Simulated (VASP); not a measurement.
Gd: single point with LDA

Crystal: Gd.

```
Gd
1.0
     2.75710    0.00000    0.00000
     0.00000    2.75710    0.00000
     0.00000    0.00000    2.75710
Gd
1
Direct
  0.00000 0.00000 0.00000
```

This isn't the form of Gd at room conditions, which is hcp.

```
Program             : VASP 6.6.1
Task                : single point
Functional          : LDA
Potentials or basis : VASP PAW PBE potentials, release 64 (Gd)
Cutoff              : 520 eV
k mesh              : 7 × 7 × 7
Occupations         : gaussian, width 0.05 eV
Spin                : collinear spin, ferromagnetic start
Starting moments    : [7.0] μB
```

```json
{"Pressure": "19.1 GPa", "Net moment": "7.23 μB per cell", "Site moments": "Gd +6.87 μB", "Valence electrons inside the program's atomic spheres": "Gd 15.64"}
```

Levels at points of the mesh, in eV from the Fermi level:
Spin up:
```csv
k point,band 11,band 12,band 13,band 14,band 15,band 16
"(0.00, 0.00, 0.00)",-3.57,-3.49,-2.13,-2.13,9.54,9.54
```
Spin down:
```
           k point  band 1  band 2  band 3  band 4  band 5  band 6  band 7  band 8  band 9  band 10
(0.00, 0.00, 0.00)  -41.99  -18.35  -18.35  -18.35   -3.70   -1.02   -1.02    0.90    0.90     0.90
```

It took 12 s on 1 thread of Intel(R) Xeon(R) 6975P-C (Granite Rapids), on a shared host, peak memory 0.15 GiB.

Caveat: the cell stands under pressure; the PAW data sets were made with another functional, which shifts forces and pressure a little; spin-orbit coupling is left out, which moves the levels of the heavy elements; semilocal functionals describe open f shells poorly, which spoils levels, moments and volumes. The state reached can hang on the start; a lower one may exist.
